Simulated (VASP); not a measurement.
# Ga2O3 in VASP: single point with PBE

Aim: the single point of Ga2O3 with PBE.

Everything below comes from runs of VASP 6.6.1. Logs are shortened: lines on timing, memory, paths and dates and some standing lists are left out, and cuts for length are marked.

## 1. The cell of the first run

The typed cell holds 40 atoms: a = 7.639 Å, b = 7.757 Å, c = 8.519 Å, α = 72.52°, β = 75.43°, γ = 67.19°.

## 2. Single point, PBE

File INCAR:

```
ALGO = Normal ; EDIFF = 1E-7
ENCUT = 520 ; GGA = PE
ISIF = 2 ; ISMEAR = 0
KPAR = 2 ; LASPH = T
LCHARG = F ; LREAL = Auto
LWAVE = F ; NBANDS = 202
NCORE = 2 ; NELM = 80
PREC = Accurate ; SIGMA = 0.02
```

File KPOINTS:

```
Automatic mesh
0
Gamma
  2 2 2
  0.5 0.5 0.5
```

File POSCAR:

```
Ga2O3
1.0
   -4.8290928131     -1.5416333309     -5.7151521872
   -6.2270641294      4.6248999927     -0.0062291728
    1.3979713164      6.1665333236     -5.7089230144
Ga O
16 24
Direct
    0.6515660250      0.6659807578      0.6638993867
    0.9015515326      0.4159880192      0.4139143369
    0.1515238960      0.1660379357      0.1638839609
    0.4015564593      0.9160204727      0.9138553026
    0.5996268204      0.0839322714      0.0874778151
    0.8496660918      0.8339418034      0.8374671504
    0.0996775394      0.5839350951      0.5874903637
    0.3496094650      0.3339597308      0.3374557206
    0.4654078801      0.7150430542      0.3305747114
    0.7153982195      0.4650171233      0.0805893829
    0.9653770220      0.2150266805      0.8306225909
    0.2153639835      0.9649970524      0.5806188531
    0.7857934330      0.0349304043      0.4207680080
    0.0358399208      0.7849142332      0.1707756385
    0.2858307891      0.5349374116      0.9207416747
    0.5357737826      0.2849215944      0.6707664027
    0.5010199157      0.4916143317      0.7570191812
    0.7510392048      0.2415648255      0.5071013405
    0.0009835661      0.9916317364      0.2570276739
    0.2509610001      0.7416821008      0.0069826492
    0.7501784168      0.2583177398      0.9943466378
    1.0002565088      0.0082474313      0.7444127342
    0.2503092781      0.7582197347      0.4943931126
    0.5002224533      0.5082979885      0.2443523327
    0.4130340694      0.9349651388      0.1525918036
    0.6630889900      0.6849144100      0.9025627257
    0.9130576246      0.4349236353      0.6525782545
    0.1630360358      0.1849071210      0.4025859837
    0.8382165147      0.8150118064      0.5987903685
    0.0881740751      0.5650132987      0.3487573088
    0.3381361372      0.3150341518      0.0987840272
    0.5881552772      0.0650023246      0.8487897741
    0.0733739795      0.6001456309      0.8187528258
    0.3233592388      0.3501864609      0.5687178995
    0.5733786285      0.1002490530      0.3187076415
    0.8233880835      0.8501903824      0.0687275813
    0.1778165777      0.1497122462      0.9326776551
    0.4278161127      0.8996885468      0.6826624383
    0.6778331251      0.6497507632      0.4326392521
    0.9278098101      0.3997168920      0.1826673462
```

Potentials or basis: VASP PAW PBE potentials, release 64 (Ga_d, O).

The run is started by

```sh
cat potpaw_PBE.64/Ga_d/POTCAR potpaw_PBE.64/O/POTCAR > POTCAR
mpirun -np 4 vasp_std > vasp.out
```

OUTCAR:

```text
EDIFF = 1E-7
   ENCUT = 520
   GGA = PE
   ISIF = 2
   ISMEAR = 0
   LASPH = T
   LREAL = Auto
   NELM = 80
   PREC = Accurate

 ion  position               nearest neighbor table
   1  0.652  0.666  0.664-  38 1.97  39 1.97  17 1.97  29 2.04  27 2.11  26 2.11
   2  0.902  0.416  0.414-  39 1.97  40 1.97  18 1.97  30 2.04  27 2.11  28 2.11
   3  0.152  0.166  0.164-  40 1.97  37 1.97  19 1.97  31 2.04  25 2.11  28 2.11
   4  0.402  0.916  0.914-  38 1.97  37 1.97  20 1.97  32 2.04  26 2.11  25 2.11
   5  0.600  0.084  0.087-  35 1.97  36 1.97  21 1.97  25 2.04  32 2.11  31 2.11
   6  0.850  0.834  0.837-  33 1.97  36 1.97  22 1.97  26 2.04  29 2.11  32 2.11
   7  0.100  0.584  0.587-  34 1.97  33 1.97  23 1.97  27 2.04  29 2.11  30 2.11
   8  0.350  0.334  0.337-  35 1.97  34 1.97  24 1.97  28 2.04  30 2.11  31 2.11
   9  0.465  0.715  0.331-  39 1.86  23 1.86  24 1.86  25 1.89
  10  0.715  0.465  0.081-  40 1.86  21 1.86  24 1.86  26 1.90
  11  0.965  0.215  0.831-  37 1.86  21 1.86  22 1.86  27 1.90
  12  0.215  0.965  0.581-  38 1.86  22 1.86  23 1.86  28 1.90
  13  0.786  0.035  0.421-  35 1.86  18 1.86  19 1.86  29 1.90
  14  0.036  0.785  0.171-  36 1.86  19 1.86  20 1.86  30 1.89
  15  0.286  0.535  0.921-  33 1.86  17 1.86  20 1.86  31 1.90
  16  0.536  0.285  0.671-  34 1.86  17 1.86  18 1.86  32 1.90
  17  0.501  0.492  0.757-  16 1.86  15 1.86   1 1.97
[... 9 lines left out ...]
  27  0.913  0.435  0.653-  11 1.90   7 2.04   1 2.11   2 2.11
  28  0.163  0.185  0.403-  12 1.90   8 2.04   2 2.11   3 2.11
  29  0.838  0.815  0.599-  13 1.90   1 2.04   7 2.11   6 2.11
  30  0.088  0.565  0.349-  14 1.89   2 2.04   8 2.11   7 2.11
  31  0.338  0.315  0.099-  15 1.90   3 2.04   8 2.11   5 2.11
  32  0.588  0.065  0.849-  16 1.90   4 2.04   6 2.11   5 2.11
  33  0.073  0.600  0.819-  15 1.86   7 1.97   6 1.97
  34  0.323  0.350  0.569-  16 1.86   7 1.97   8 1.97
  35  0.573  0.100  0.319-  13 1.86   8 1.97   5 1.97
  36  0.823  0.850  0.069-  14 1.86   5 1.97   6 1.97
  37  0.178  0.150  0.933-  11 1.86   3 1.97   4 1.97
  38  0.428  0.900  0.683-  12 1.86   4 1.97   1 1.97
  39  0.678  0.650  0.433-   9 1.86   2 1.97   1 1.97
  40  0.928  0.400  0.183-  10 1.86   3 1.97   2 1.97

  LATTYP: Found a triclinic cell.
 ALAT       =    21.5741125263
 B/A-ratio  =     1.1216864180
 C/A-ratio  =     0.8997290539
 COS(alpha) =     0.0002824062
 COS(beta)  =     0.5388285063
 COS(gamma) =     0.8414553803

  Lattice vectors:

 A1 = ( -18.6811923884, -10.7914333163,  -0.0186875184)
 A2 = ( -23.5102852014,  -0.0000000000,  -5.7338397056)
 A3 = (  -1.3979713165, -18.4995999708,   5.7089230144)

Analysis of symmetry for initial positions (statically):
=====================================================================
 Subroutine PRICEL returns:
[... 188 lines left out ...]
   PSTRESS=    0.0 pullay stress
   NELECT =     352.0000    total number of electrons
   NUPDOWN=      -1.0000    fix difference up-down
   EMIN   =  10.00;   EMAX   =-10.00  energy-range for DOS
   EFERMI =   0.00;   METHOD = LEGACY
   ISMEAR =     0;   SIGMA  =   0.02  broadening in eV -4-tet -1-fermi 0-gaus
   EFERMI_NEDOS =   21; number of points for ismear=-14 and -15
   IALGO  =     38    algorithm
   IMIX   =      4    mixing-type and parameters
     AMIX     =   0.40;   BMIX     =  1.00
     AMIX_MAG =   1.60;   BMIX_MAG =  1.00
  volume/ion in A,a.u.               =      10.96        73.99
  Fermi-wavevector in a.u.,A,eV,Ry     =   1.521426  2.875078 31.493894  2.314736
  Thomas-Fermi vector in A             =   2.630142
   LORBIT       =      0    0 simple, 1 ext, 2 COOP (PROOUT), +10 PAW based schemes
   GGA     = PE    functional components
   LHFCALC =     F    Hartree Fock is set to
   AEXX    =    0.0000 exact exchange contribution
   IVDW    =     0    specifies the selected vdW correction
   LEPSILON=     F    determine dielectric tensor
   LRPA    =     F    only Hartree local field effects (RPA)
 non-spin polarized calculation
 Gauss-broadening in eV      SIGMA  =   0.02
  energy-cutoff  :      520.00
  volume of cell :      438.55
 maximum number of plane-waves:     11818
 NGX is ok and might be reduce to    60
   NGX = 29   NGY = 29   NGZ = 31

 number of electron     352.0000002 magnetization

 Free energy of the ion-electron system (eV)
  ---------------------------------------------------
  ext. energy  EPLUGINS =         0.00000000
  ---------------------------------------------------
  free energy    TOTEN  =      -238.74427285 eV

  energy without entropy =     -238.74427285  energy(sigma->0) =     -238.74427285

 E-fermi :   3.5678     XC(G=0): -11.3742

 val. band max:        3.3976414912   @ k =   0.2500   0.2500   0.2500
 cond. band min:       6.3424435232   @ k =   0.2500   0.2500   0.2500
 fundamental gap:      2.9448020320
 Fermi energy:         3.5677801614

 k-point     1 :       0.2500    0.2500    0.2500
  band No.  band energies     occupation
      1     -15.0767      2.00000
      2     -14.6035      2.00000
      3     -14.3957      2.00000
      4     -14.3707      2.00000
      5     -14.3158      2.00000
      6     -14.2394      2.00000
[... 753 lines left out ...]
    187       9.9705      0.00000
    188      10.2982      0.00000
 [bands above 188 left out]

------------------------ aborting loop because EDIFF is reached ----------------------------------------

  FORCE on cell =-STRESS in cart. coord.  units (eV):
  Direction    XX          YY          ZZ          XY          YZ          ZX
  --------------------------------------------------------------------------------------
  -------------------------------------------------------------------------------------
  Total        1.6065202      2.0948158      1.6538636      0.0140156     -0.0003057      0.0655326
  in kB        5.8692391      7.6531714      6.0422029      0.0512043     -0.0011169      0.2394159
  external PRESSURE =       6.5215378 kB  Pullay stress =       0.0000000 kB

 VOLUME and BASIS-vectors are now :
 -----------------------------------------------------------------------------
  energy-cutoff  :      520.00
  volume of cell :      438.55
      direct lattice vectors                 reciprocal lattice vectors
    -4.829092813 -1.541633331 -5.715152187    -0.060118657 -0.081082834 -0.102303737
    -6.227064129  4.624899993 -0.006229173    -0.100431336  0.081082834  0.062989091
     1.397971316  6.166533324 -5.708923014     0.060293838  0.081082834 -0.072817753

 POSITION                                       TOTAL-FORCE (eV/Angst)
 -----------------------------------------------------------------------------------
     -6.36547      6.16958     -7.51810         0.007677     -0.000031      0.000862
     -6.36542      3.08646     -7.51810         0.009611      0.000723      0.002177
     -1.53655      1.54491     -1.80262         0.011526     -0.000396     -0.000914
     -6.36573      9.25277     -7.51779         0.011645      0.002051     -0.000566
     -3.29601      0.00321     -3.92689        -0.008537     -0.000909     -0.003739
     -8.12537      7.71129     -9.64220        -0.005477      0.000820     -0.003357
[... 32 lines left out ...]
     -6.71454      4.62795     -6.34787        -0.020968      0.001827      0.011545
     -6.71418      1.54473     -6.34790        -0.020695      0.003578      0.014088
 -----------------------------------------------------------------------------------
    total drift:                               -0.002340      0.005276      0.008582

  FREE ENERGIE OF THE ION-ELECTRON SYSTEM (eV)
  ---------------------------------------------------
  free  energy   TOTEN  =      -238.7442728545 eV

  energy  without entropy=     -238.7442728545  energy(sigma->0) =     -238.74427285
```

OSZICAR:

```text
N       E                     dE             d eps       ncg     rms          rms(c)
DAV:   1     0.749784337074E+04    0.74978E+04   -0.12774E+05  1712   0.317E+03
DAV:   2     0.181248687858E+04   -0.56854E+04   -0.53471E+04  1616   0.978E+02
DAV:   3    -0.206961705877E+02   -0.18332E+04   -0.17426E+04  2040   0.358E+02
[... 13 lines left out ...]
DAV:  17    -0.238744272401E+03   -0.92888E-06   -0.28737E-05  2080   0.317E-02    0.781E-03
DAV:  18    -0.238744272398E+03    0.38708E-08   -0.13022E-05  2712   0.201E-02    0.272E-03
DAV:  19    -0.238744272642E+03   -0.24429E-06   -0.19580E-06  1944   0.112E-02    0.863E-04
DAV:  20    -0.238744272891E+03   -0.24895E-06   -0.48683E-07  1368   0.435E-03    0.875E-04
DAV:  21    -0.238744272855E+03    0.36263E-07   -0.17420E-07   952   0.293E-03
   1 F= -.23874427E+03 E0= -.23874427E+03  d E =-.105053E-33
```

stdout:

```text
POSCAR found type information on POSCAR GaO
 POSCAR found :  2 types and      40 ions
 scaLAPACK will be used
 LDA part: xc-table for (Slater+PW92), standard interpolation
 POSCAR, INCAR and KPOINTS ok, starting setup
 FFT: planning ... GRIDC
 FFT: planning ... GRID_SOFT
 FFT: planning ... GRID
 WAVECAR not read
 entering main loop
```

Wall time 8.3 min (4 MPI ranks of AMD EPYC 7R43 (Zen 3), shared host); peak memory 0.36 GiB.

What came out:

* Free energy: -238.7443 eV
* Pressure: 0.7 GPa
* Largest force: 0.028 eV/Å
* Band gap on the k mesh: 2.94 eV

Forces on the atoms (eV/Å):
```
Ga   0.008  0.000  0.001
Ga   0.010  0.001  0.002
Ga   0.012  0.000 -0.001
Ga   0.012  0.002 -0.001
Ga  -0.009 -0.001 -0.004
Ga  -0.005  0.001 -0.003
Ga  -0.006  0.000  0.000
Ga  -0.009 -0.001 -0.003
Ga  -0.003  0.000 -0.006
Ga  -0.003  0.004 -0.004
Ga  -0.004  0.000 -0.004
Ga  -0.006 -0.001 -0.004
Ga   0.003 -0.003  0.004
Ga   0.004 -0.002  0.011
Ga   0.005  0.000  0.005
Ga   0.003 -0.004  0.004
O   -0.001  0.004 -0.006
O   -0.003  0.004 -0.004
O   -0.003  0.004 -0.007
O   -0.002  0.002 -0.008
O    0.002 -0.007  0.006
O    0.000 -0.003  0.008
O    0.002 -0.002  0.010
O    0.001 -0.004  0.007
O    0.011 -0.003 -0.001
O    0.011  0.000  0.000
O    0.011 -0.001 -0.001
O    0.010 -0.001 -0.002
O   -0.008  0.000  0.003
O   -0.007  0.001 -0.003
O   -0.010  0.000  0.000
O   -0.010  0.000  0.002
O    0.016 -0.001 -0.014
O    0.018  0.000 -0.015
O    0.019  0.000 -0.013
O    0.018  0.001 -0.014
O   -0.022  0.002  0.016
O   -0.023  0.002  0.014
O   -0.021  0.002  0.012
O   -0.021  0.004  0.014
```

Caveat: a shifted mesh leaves out Γ, where band edges can lie.
